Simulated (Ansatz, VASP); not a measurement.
**HfOs in VASP and in Ansatz**

The input INCAR:

```
  PREC = Accurate
  ENCUT = 520
  EDIFF = 1E-6
  ISMEAR = 1
  SIGMA = 0.1
  LREAL = False
  LASPH = True
  NELM = 80
  ALGO = Normal
  ISIF = 2
  LWAVE = False
  LCHARG = True
  LELF = True
  LVHAR = True
  NBANDS = 16
```

Contents of KPOINTS:

```
regular mesh
0
Gamma
  6 6 6
```

The input POSCAR:

```
HfOs
1.0
    3.2390000000      0.0000000000      0.0000000000
    0.0000000000      3.2390000000      0.0000000000
    0.0000000000      0.0000000000      3.2390000000
Hf Os
1 1
Direct
    0.0000000000      0.0000000000      0.0000000000
    0.5000000000      0.5000000000      0.5000000000
```

Input for Ansatz:

```yaml
crystal:
  lattice:
    a: 3.239
    b: 3.239
    c: 3.239
    alpha: 90.0
    beta: 90.0
    gamma: 90.0
  atoms:
    - { symbol: Hf, position: [0.0, 0.0, 0.0] }
    - { symbol: Os, position: [0.5, 0.5, 0.5] }
kpoints:
  mp_grid:
    grid: [6, 6, 6]
hamiltonian:
  xc: lda
scf:
  occupations:
    method: methfessel_paxton
    width: 0.1
output:
  forces: true
  stress: true
```

Alike in both runs: task single point; functional LDA; k mesh 6 × 6 × 6; occupations methfessel-paxton of order 1, width 0.1 eV; no spin polarisation.

|  | VASP | Ansatz |
| --- | --- | --- |
| version | VASP 6.6.1 | Ansatz 0.2.0 |
| potentials or method | VASP PAW LDA potentials, release 64 (Hf_pv, Os) | plane waves, PAW |
| plane-wave cutoff (eV) | 520 | 420 |
| valence electrons in the cell | 18 | 42 |

```tsv
	VASP	Ansatz	Ansatz less VASP
pressure (GPa)	-8.5	-8.1	+0.39
```

LDA's correlation is that of Perdew and Zunger in VASP and of Perdew and Wang (1992) in Ansatz. VASP's potentials hold 18 valence electrons a cell and Ansatz's 42, so a difference there can come from the potentials and not from the codes.

Spin-orbit coupling is off throughout.
